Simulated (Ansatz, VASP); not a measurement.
## Si in VASP and in Ansatz

```
CELL_PARAMETERS angstrom
0.00000 5.43000 5.43000
5.43000 0.00000 5.43000
5.43000 5.43000 0.00000
ATOMIC_POSITIONS crystal
Si 0.00005 0.00098 0.99998
Si 0.12472 0.12511 0.12468
Si 0.00004 0.00045 0.49834
Si 0.12184 0.12199 0.62765
Si 0.99989 0.49870 0.99984
Si 0.12126 0.62854 0.12125
Si 0.99379 0.50218 0.50133
Si 0.12207 0.62796 0.62750
Si 0.49837 0.00045 0.99999
Si 0.62771 0.12195 0.12179
Si 0.50197 0.99350 0.50192
Si 0.62769 0.12221 0.62766
Si 0.50135 0.50214 0.99381
Si 0.62754 0.62796 0.12205
Si 0.50214 0.50227 0.50212
Si 0.62515 0.62485 0.62518
Si 0.37497 0.37490 0.37498
```

Alike in both runs: functional PBEsol; k mesh 2 × 2 × 2; occupations fermi-dirac, width 0.02 eV; no spin polarisation.

Ansatz relaxed the structure, and its values are those at the end. VASP's run is a single point on that final structure, the one shown.

|  | VASP | Ansatz |
| --- | --- | --- |
| version | VASP 6.6.1 | Ansatz 0.2.0 |
| potentials or method | VASP PAW PBE potentials, release 64 (Si), cutoff 520 eV | scalar-relativistic, plane waves, PAW |
| valence electrons in the cell | 68 | 68 |

VASP gave:

- rms of the force components (eV/Å): 0.010

**Question.** Estimate Ansatz's values.

**Answer.** rms of the force components (eV/Å): 0.009.

VASP's potentials were made for PBE, not for PBEsol, and Ansatz warns of the same on its side. With one functional, cell and mesh, what is left measures potentials, basis and numerics.

The k mesh is coarse, so the values compare programs but aren't converged.
